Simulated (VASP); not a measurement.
# TaN (Fm-3m) in VASP: notebook

The runs below take TaN through single point, with LDA+U, LDA.

All numbers are computed with VASP 6.6.1; they aren't measurements. Logs are shortened: lines on timing, memory, paths and dates and some standing lists are left out, and cuts for length are marked.

### 1 The cell of the first run

Symmetry: Fm-3m, No. 225, cubic system. Conventional cell: a = 4.348 Å, b = 4.348 Å, c = 4.348 Å, α = 90.00°, β = 90.00°, γ = 90.00°. Ta (site symmetry m-3m) has 6 N at 2.17 Å within 2.9 Å. N (site symmetry m-3m) has 6 Ta at 2.17 Å within 2.9 Å.

### 2 Single point, LDA+U

INCAR

```
SYSTEM = TaN
  ALGO = Normal
  EDIFF = 1E-6
  ENCUT = 600
  GGA_COMPAT = .FALSE.
  ISIF = 2
  ISMEAR = 0
  LASPH = .TRUE.
  LCHARG = .FALSE.
  LDAU = .TRUE.
  LDAUJ = 0 0
  LDAUL = 2 -1
  LDAUPRINT = 1
  LDAUTYPE = 2
  LDAUU = 8 0
  LMAXMIX = 4
  LREAL = .FALSE.
  LWAVE = .FALSE.
  NBANDS = 15
  NELM = 200
  PREC = Accurate
  SIGMA = 0.1
```

KPOINTS

```
k-points
0
G
  16 16 16
  0 0 0
```

POSCAR

```
TaN
1.0
    0.0000000000      2.1742390259      2.1742390259
    2.1742390259      0.0000000000      2.1742390259
    2.1742390259      2.1742390259      0.0000000000
Ta N
1 1
Direct
    0.5000000000      0.5000000000      0.5000000000
    0.0000000000      0.0000000000      0.0000000000
```

Potentials or basis: VASP PAW LDA potentials, release 64 (Ta_pv, N).

The run is started by

```console
cat potpaw_LDA.64/Ta_pv/POTCAR potpaw_LDA.64/N/POTCAR > POTCAR
mpirun -np 1 vasp_std > vasp.out
```

OUTCAR:

```text
SYSTEM = TaN
   EDIFF = 1E-6
   ENCUT = 600
   ISIF = 2
   ISMEAR = 0
   LASPH = .TRUE.
   LREAL = .FALSE.
   NELM = 200
   PREC = Accurate

 ion  position               nearest neighbor table
   1  0.500  0.500  0.500-   2 2.17   2 2.17   2 2.17   2 2.17   2 2.17   2 2.17
   2  0.000  0.000  0.000-   1 2.17   1 2.17   1 2.17   1 2.17   1 2.17   1 2.17

  LATTYP: Found a face centered cubic cell.
 ALAT       =     4.3484780518

  Lattice vectors:

 A1 = (   0.0000000000,   2.1742390259,   2.1742390259)
 A2 = (   2.1742390259,   0.0000000000,   2.1742390259)
 A3 = (   2.1742390259,   2.1742390259,   0.0000000000)

Analysis of symmetry for initial positions (statically):
=====================================================================
 Subroutine PRICEL returns:
 Original cell was already a primitive cell.

 Routine SETGRP: Setting up the symmetry group for a
 face centered cubic supercell.

 Subroutine GETGRP returns: Found 48 space group operations
 (whereof 48 operations were pure point group operations)
 out of a pool of 48 trial point group operations.

The static configuration has the point symmetry O_h .

Analysis of symmetry for dynamics (positions and initial velocities):
=====================================================================
 Subroutine PRICEL returns:
 Original cell was already a primitive cell.

 Routine SETGRP: Setting up the symmetry group for a
 face centered cubic supercell.

 Subroutine GETGRP returns: Found 48 space group operations
 (whereof 48 operations were pure point group operations)
 out of a pool of 48 trial point group operations.

The dynamic configuration has the point symmetry O_h .

 Subroutine INISYM returns: Found 48 space group operations
 (whereof 48 operations are pure point group operations),
 and found     1 'primitive' translations

----------------------------------------------------------------------------------------

                                     Primitive cell

  volume of cell :      20.5566

  direct lattice vectors                    reciprocal lattice vectors
     0.000000000  2.174239026  2.174239026    -0.229965516  0.229965516  0.229965516
     2.174239026  0.000000000  2.174239026     0.229965516 -0.229965516  0.229965516
     2.174239026  2.174239026  0.000000000     0.229965516  0.229965516 -0.229965516

  length of vectors
     3.074838318  3.074838318  3.074838318     0.398311958  0.398311958  0.398311958

  position of ions in fractional coordinates (direct lattice)
     0.500000000  0.500000000  0.500000000
     0.000000000  0.000000000  0.000000000

  ion indices of the primitive-cell ions
   primitive index   ion index
                 1           1
                 2           2

----------------------------------------------------------------------------------------

 KPOINTS: k-points

Automatic generation of k-mesh.
 Grid dimensions read from file:
 generate k-points for:   16   16   16

 Generating k-lattice:

  Cartesian coordinates                     Fractional coordinates (reciprocal lattice)
    -0.014372845  0.014372845  0.014372845     0.062500000  0.000000000  0.000000000
     0.014372845 -0.014372845  0.014372845     0.000000000  0.062500000  0.000000000
     0.014372845  0.014372845 -0.014372845     0.000000000  0.000000000  0.062500000

  Length of vectors
     0.024894497  0.024894497  0.024894497

  Shift w.r.t. Gamma in fractional coordinates (k-lattice)
[... 47 lines left out ...]
   LNONCOLLINEAR =      F non collinear calculations
   LSORBIT =      F    spin-orbit coupling
   LASPH  =      T    aspherical Exc in radial PAW
   ENCUT  =  600.0 eV  44.10 Ry    6.64 a.u.   6.14  6.14  6.14*2*pi/ulx,y,z
   NELM   =    200;   NELMIN=  2; NELMDL= -5     # of ELM steps
   EDIFF  = 0.1E-05   stopping-criterion for ELM
   LREAL  =      F    real-space projection
   EDIFFG = 0.1E-04   stopping-criterion for IOM
   NSW    =      0    number of steps for IOM
   IBRION =     -1    ionic relax: 0-MD 1-quasi-New 2-CG
   NFREE  =      0    steps in history (QN), initial steepest desc. (CG)
   ISIF   =      2    stress and relaxation
   ISYM   =      2    0-nonsym 1-usesym 2-fastsym
   POTIM  = 0.5000    time-step for ionic-motion
   TEBEG  =    0.0;   TEEND  =   0.0 temperature during run
   PSTRESS=    0.0 pullay stress
   NELECT =      16.0000    total number of electrons
   NUPDOWN=      -1.0000    fix difference up-down
   EMIN   =  10.00;   EMAX   =-10.00  energy-range for DOS
   EFERMI =   0.00;   METHOD = LEGACY
   ISMEAR =     0;   SIGMA  =   0.10  broadening in eV -4-tet -1-fermi 0-gaus
   EFERMI_NEDOS =   21; number of points for ismear=-14 and -15
   IALGO  =     38    algorithm
   IMIX   =      4    mixing-type and parameters
     AMIX     =   0.40;   BMIX     =  1.00
     AMIX_MAG =   1.60;   BMIX_MAG =  1.00
  volume/ion in A,a.u.               =      10.28        69.36
  Fermi-wavevector in a.u.,A,eV,Ry     =   1.505905  2.845748 30.854605  2.267749
  Thomas-Fermi vector in A             =   2.616692
   LORBIT       =      0    0 simple, 1 ext, 2 COOP (PROOUT), +10 PAW based schemes
 LDA+U is selected, type is set to LDAUTYPE =  2
   angular momentum for each species LDAUL =     2   -1
   U (eV)           for each species LDAUU =   8.0  0.0
   J (eV)           for each species LDAUJ =   0.0  0.0
   GGA     = CA    functional components
   LHFCALC =     F    Hartree Fock is set to
   AEXX    =    0.0000 exact exchange contribution
   IVDW    =     0    specifies the selected vdW correction
   LEPSILON=     F    determine dielectric tensor
   LRPA    =     F    only Hartree local field effects (RPA)
 non-spin polarized calculation
 Gauss-broadening in eV      SIGMA  =   0.10
  energy-cutoff  :      600.00
  volume of cell :       20.56
 maximum number of plane-waves:       701
 NGX is ok and might be reduce to    28
   NGX = 13   NGY = 13   NGZ = 13

atom =   1  type =  1  l = 2

 onsite density matrix

spin component  1

  0.2571  0.0000  0.0000  0.0000 -0.0000
  0.0000  0.2571  0.0000  0.0000  0.0000
  0.0000  0.0000  0.1898 -0.0000  0.0000
  0.0000  0.0000 -0.0000  0.2571  0.0000
 -0.0000  0.0000  0.0000  0.0000  0.1898

spin component  2

  0.2571  0.0000  0.0000  0.0000 -0.0000
  0.0000  0.2571  0.0000  0.0000  0.0000
  0.0000  0.0000  0.1898 -0.0000  0.0000
  0.0000  0.0000 -0.0000  0.2571  0.0000
 -0.0000  0.0000  0.0000  0.0000  0.1898

 occupancies and eigenvectors

  o =  0.1898  v =  0.0000 -0.0000 -0.9997  0.0000  0.0259  0.0000  0.0000  0.0000  0.0000  0.0000      0.0000  0.0000  0.0000  0.0000  0.0000  0.0000  0.0000  0.0000  0.0000  0.0000
  o =  0.1898  v =  0.0000  0.0000  0.0000  0.0000  0.0000  0.0000 -0.0000 -0.9997  0.0000  0.0259      0.0000  0.0000  0.0000  0.0000  0.0000  0.0000  0.0000  0.0000  0.0000  0.0000
  o =  0.1898  v =  0.0000  0.0000  0.0259 -0.0000  0.9997  0.0000  0.0000  0.0000  0.0000  0.0000      0.0000  0.0000  0.0000  0.0000  0.0000  0.0000  0.0000  0.0000  0.0000  0.0000
  o =  0.1898  v =  0.0000  0.0000  0.0000  0.0000  0.0000  0.0000  0.0000  0.0259 -0.0000  0.9997      0.0000  0.0000  0.0000  0.0000  0.0000  0.0000  0.0000  0.0000  0.0000  0.0000
  o =  0.2571  v =  0.0000  0.0000  0.0000  0.0000  0.0000  0.0000  0.3995 -0.0000 -0.9167 -0.0000      0.0000  0.0000  0.0000  0.0000  0.0000  0.0000  0.0000  0.0000  0.0000  0.0000
  o =  0.2571  v =  0.0000  0.3995 -0.0000 -0.9167 -0.0000  0.0000  0.0000  0.0000  0.0000  0.0000      0.0000  0.0000  0.0000  0.0000  0.0000  0.0000  0.0000  0.0000  0.0000  0.0000
  o =  0.2571  v =  0.0000  0.0000  0.0000  0.0000  0.0000  0.0000 -0.9167 -0.0000 -0.3995 -0.0000      0.0000  0.0000  0.0000  0.0000  0.0000  0.0000  0.0000  0.0000  0.0000  0.0000
  o =  0.2571  v =  0.0000 -0.9167 -0.0000 -0.3995 -0.0000  0.0000  0.0000  0.0000  0.0000  0.0000      0.0000  0.0000  0.0000  0.0000  0.0000  0.0000  0.0000  0.0000  0.0000  0.0000
  o =  0.2571  v =  1.0000  0.0000  0.0000  0.0000  0.0000  0.0000  0.0000  0.0000  0.0000  0.0000      0.0000  0.0000  0.0000  0.0000  0.0000  0.0000  0.0000  0.0000  0.0000  0.0000
  o =  0.2571  v =  0.0000  0.0000  0.0000  0.0000  0.0000  1.0000  0.0000  0.0000  0.0000  0.0000      0.0000  0.0000  0.0000  0.0000  0.0000  0.0000  0.0000  0.0000  0.0000  0.0000

 number of electron      16.0000001 magnetization

 Free energy of the ion-electron system (eV)
  ---------------------------------------------------
  ext. energy  EPLUGINS =         0.00000000
  ---------------------------------------------------
  free energy    TOTEN  =       -16.80249579 eV

  energy without entropy =      -16.79749339  energy(sigma->0) =      -16.79999459

 E-fermi :  10.8101     XC(G=0): -13.8699

 val. band max:       10.7941325459   @ k =  -0.2500   0.1875   0.0000
 cond. band min:      10.8295104688   @ k =  -0.3750   0.2500   0.0625
 fundamental gap:      0.0353779229
 Fermi energy:        10.8100876063

 k-point     1 :       0.0000    0.0000    0.0000
  band No.  band energies     occupation
      1     -26.3667      2.00000
      2     -26.3667      2.00000
      3     -26.3667      2.00000
      4      -8.7410      2.00000
      5       6.4289      2.00000
      6       6.4289      2.00000
      7       6.4289      2.00000
      8       8.7494      2.00000
      9       8.7494      2.00000
     10       8.7494      2.00000
     11      11.5606      0.00000
     12      11.5606      0.00000
     13      12.0409      0.00000
     14      19.3152      0.00000
[... 401 lines left out ...]
      2     -26.3910      2.00000
      3     -26.3691      2.00000
      4      -8.4690      2.00000
      5       5.2945      2.00000
      6       5.7180      2.00000
      7       5.9632      2.00000
      8       8.9310      2.00000
      9       9.0226      2.00000
     10       9.4484      2.00000
     11      11.8441      0.00000
     12      12.6887      0.00000
     13      12.9340      0.00000
     14      20.1622      0.00000
     15      20.3237      0.00000

 [... further k-points ...]

------------------------ aborting loop because EDIFF is reached ----------------------------------------

  FORCE on cell =-STRESS in cart. coord.  units (eV):
  Direction    XX          YY          ZZ          XY          YZ          ZX
  --------------------------------------------------------------------------------------
  -------------------------------------------------------------------------------------
  Total        3.8031264      3.8031264      3.8031264      0.0000000      0.0000000      0.0000000
  in kB      296.4145276    296.4145276    296.4145276      0.0000000      0.0000000      0.0000000
  external PRESSURE =     296.4145276 kB  Pullay stress =       0.0000000 kB

 VOLUME and BASIS-vectors are now :
 -----------------------------------------------------------------------------
  energy-cutoff  :      600.00
  volume of cell :       20.56
      direct lattice vectors                 reciprocal lattice vectors
     0.000000000  2.174239026  2.174239026    -0.229965516  0.229965516  0.229965516
     2.174239026  0.000000000  2.174239026     0.229965516 -0.229965516  0.229965516
     2.174239026  2.174239026  0.000000000     0.229965516  0.229965516 -0.229965516

 POSITION                                       TOTAL-FORCE (eV/Angst)
 -----------------------------------------------------------------------------------
      2.17424      2.17424      2.17424        -0.000000     -0.000000     -0.000000
      0.00000      0.00000      0.00000         0.000000      0.000000      0.000000
 -----------------------------------------------------------------------------------
    total drift:                                0.000000      0.000000      0.000000

  FREE ENERGIE OF THE ION-ELECTRON SYSTEM (eV)
  ---------------------------------------------------
  free  energy   TOTEN  =       -16.8024957886 eV

  energy  without entropy=      -16.7974933874  energy(sigma->0) =      -16.79999459
```

Run time: 47 s. Hardware: 1 thread of Intel Xeon Platinum 8488C (Sapphire Rapids), shared host; peak memory 0.19 GiB.

Results:

| Item | Value |
| --- | --- |
| Free energy | -16.8025 eV |
| Pressure | 29.6 GPa |
| Band gap on the k mesh | zero (bands 8 and 9 overlap by 4.17 eV) |

Eigenvalues of the final occupation matrices:
| site | spin | trace | eigenvalues |
| --- | --- | --- | --- |
| site 1 d | 1 | 1.15 | 0.19 0.19 0.26 0.26 0.26 |
| site 1 d | 2 | 1.15 | 0.19 0.19 0.26 0.26 0.26 |

Caveat: the cell stands under pressure; spin-orbit coupling is left out, which moves the levels of the heavy elements; U without spin polarisation on a metal has little footing.

### 3 Single point, LDA

INCAR

```
SYSTEM = TaN
PREC = Accurate
ENCUT = 520
EDIFF = 1E-6
ISMEAR = 0
SIGMA = 0.1
LREAL = .False.
LASPH = .True.
NELM = 60
ALGO = Normal
ISIF = 2
LWAVE = .False.
LCHARG = .False.
NBANDS = 15
```

KPOINTS

```
Automatic mesh
0
Gamma
  16 16 16
  0 0 0
```

POSCAR is that of step 2.

Potentials or basis: VASP PAW LDA potentials, release 64 (Ta_pv, N).

The run is started by

```console
cat potpaw_LDA.64/Ta_pv/POTCAR potpaw_LDA.64/N/POTCAR > POTCAR
mpirun -np 1 vasp_std > vasp.out
```

It took 31 s on 1 thread of Intel Xeon 8259CL, shared host; peak memory 0.16 GiB.

It converged, with:

| Property | Result |
| --- | --- |
| Free energy | -24.1475 eV |
| Pressure | 2.1 GPa |
| Band gap on the k mesh | zero (bands 8 and 9 overlap by 4.21 eV) |

Levels at points of the mesh, in eV from the Fermi level:
| k point | band 4 | band 5 | band 6 | band 7 | band 8 | band 9 | band 10 | band 11 | band 12 | band 13 |
| --- | --- | --- | --- | --- | --- | --- | --- | --- | --- | --- |
| (0.00, 0.00, 0.00) | -18.88 | -3.86 | -3.86 | -3.86 | -2.22 | -2.22 | -2.22 | 0.01 | 0.01 | 2.04 |
| (0.50, 0.00, 0.00) | -15.55 | -10.60 | -7.81 | -7.81 | 2.00 | 2.00 | 2.11 | 4.07 | 7.88 | 7.88 |
| (0.50, 0.50, 0.00) | -17.60 | -6.59 | -5.70 | -4.63 | -4.63 | 2.17 | 3.73 | 3.73 | 5.00 | 7.18 |

Caveat: spin-orbit coupling is left out, which moves the levels of the heavy elements.

### 4 Single point, LDA

INCAR is that of step 3.

KPOINTS is that of step 3.

POSCAR

```
TaN
1.0
    0.0000000000      2.1742390256      2.1742390256
    2.1742390256      0.0000000000      2.1742390256
    2.1742390256      2.1742390256      0.0000000000
Ta N
1 1
Direct
    0.5000000000      0.5000000000      0.5000000000
    0.0000000000      0.0000000000      0.0000000000
```

The run is started by

```console
cat potpaw_LDA.64/Ta_pv/POTCAR potpaw_LDA.64/N/POTCAR > POTCAR
mpirun -np 1 vasp_std > vasp.out
```

It took 43 s on 1 thread of Intel Xeon 8259CL, shared host; peak memory 0.17 GiB.

It converged, with:

```yaml
Free_energy: -24.1475 eV
Pressure: 2.1 GPa
Band_gap_on_the_k_mesh: zero (bands 8 and 9 overlap by 4.21 eV)
```

Levels at points of the mesh, in eV from the Fermi level:
```tsv
k point	band 6	band 7	band 8	band 9	band 10	band 11
(0.00, 0.00, 0.00)	-3.86	-3.86	-2.22	-2.22	-2.22	0.01
(0.50, 0.00, 0.00)	-7.81	-7.81	2.00	2.00	2.11	4.07
(0.50, 0.50, 0.00)	-5.70	-4.63	-4.63	2.17	3.73	3.73
```

Caveat: spin-orbit coupling is left out, which moves the levels of the heavy elements.
